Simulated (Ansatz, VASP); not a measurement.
# Ge in VASP and in Ansatz

Contents of INCAR:

```
AGGAC = 1.0
AGGAX = 1.0
ALDAC = 0.0
ALDAX = 1.0
ALGO = Normal
EDIFF = 1E-6
ENCUT = 520
GGA = B5
ISIF = 2
ISMEAR = -1
LASPH = T
LCHARG = T
LELF = T
LREAL = F
LVHAR = T
LWAVE = F
NBANDS = 21
NELM = 80
PREC = Accurate
SIGMA = 0.1
```

File KPOINTS:

```
k-points
0
Gamma
  13 13 7
```

Contents of POSCAR:

```
Ge
1.0
    3.0942134736      0.0000000000      0.0000000000
   -1.5471067368      2.6796674729      0.0000000000
    0.0000000000      0.0000000000      4.7854338906
Ge
2
Direct
    0.3333333333      0.6666666667      0.2500000000
    0.6666666667      0.3333333333      0.7500000000
```

Input for Ansatz:

```yaml
crystal:
  lattice:
    - [3.0942134736, 0.0, 0.0]
    - [-1.5471067368, 2.6796674729, 0.0]
    - [0.0, 0.0, 4.7854338906]
  atoms:
    - { symbol: Ge, position: [0.3333333333, 0.6666666667, 0.25] }
    - { symbol: Ge, position: [0.6666666667, 0.3333333333, 0.75] }
hamiltonian:
  xc: blyp
  pseudopotentials:
    kind: paw
    azcp:
      Ge: "pseudopotentials/Ge.paw.azcp"
basis:
  ecutwfc: 420
  fft_grid_basis: typed
kpoints:
  mp_grid: { grid: [13, 13, 7], shift: [0, 0, 0] }
magnetization:
  spin_polarized: false
scf:
  occupations: { method: fermi_dirac, width: 0.1 }
  lower_state_search: "off"
output:
  stress: true
```

Alike in both runs: task single point; functional BLYP; k mesh 13 × 13 × 7; occupations fermi-dirac, width 0.1 eV; no spin polarisation.

```csv
,VASP,Ansatz
version,VASP 6.6.1,Ansatz 0.2.0
potentials or method,"VASP PAW PBE potentials, release 64 (Ge_d), cutoff 520 eV","plane waves (420 eV) with PAW, scalar-relativistic"
valence electrons in the cell,28,28
```

|  | VASP | Ansatz | Ansatz less VASP |
| --- | --- | --- | --- |
| pressure (GPa) | 4.8 | 4.8 | -0.01 |
| traceless stress, the component that is largest in VASP (GPa) | 0.73 | 0.73 | +0.005 |

VASP's potentials were made for PBE, not for BLYP. With one functional, cell and mesh, what is left measures potentials, basis and numerics.
